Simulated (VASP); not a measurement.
Input of a VASP 6.6.1 run:

The input INCAR:

```
  ALGO = Normal
  EDIFF = 1E-6
  ENCUT = 520
  GGA = PE
  ISIF = 2
  ISMEAR = 0
  LASPH = T
  LCHARG = F
  LREAL = F
  LWAVE = F
  NBANDS = 32
  NELM = 80
  PREC = Accurate
  SIGMA = 0.15
```

File KPOINTS:

```
k-points
0
Gamma
  4 4 4
```

POSCAR

```
Bi2Te2O
1.0
   -2.2110631606      2.2110631606      8.4327050845
    2.2110631606     -2.2110631606      8.4327050845
    2.2110631606      2.2110631606     -8.4327050845
Bi Te O
2 2 1
Direct
    0.8765610877      0.8765610877      0.0000000000
    0.1234389123      0.1234389123      0.0000000000
    0.6635473749      0.6635473749      0.0000000000
    0.3364526251      0.3364526251      0.0000000000
    0.0000000000      0.0000000000      0.0000000000
```

Potentials or basis: VASP PAW PBE potentials, release 64 (Bi_d, Te, O).

Command:

```sh
$ cat potpaw_PBE.64/Bi_d/POTCAR potpaw_PBE.64/Te/POTCAR potpaw_PBE.64/O/POTCAR > POTCAR
$ mpirun -np 1 vasp_std > vasp.out
```

Q: What does it give for the pressure?

A: -0.1 GPa.

Q: Predict the largest force.

A: 0.019 eV/Å.

Q: Estimate the band gap on the k mesh.

A: 0.37 eV (least direct gap 0.60 eV).

Stress tensor (GPa, compression positive):
```
 0.01  0.00  0.00
 0.00  0.01  0.00
 0.00  0.00 -0.31
```

Caveat: spin-orbit coupling is left out, which moves the levels of the heavy elements. A k mesh can miss the band edges.
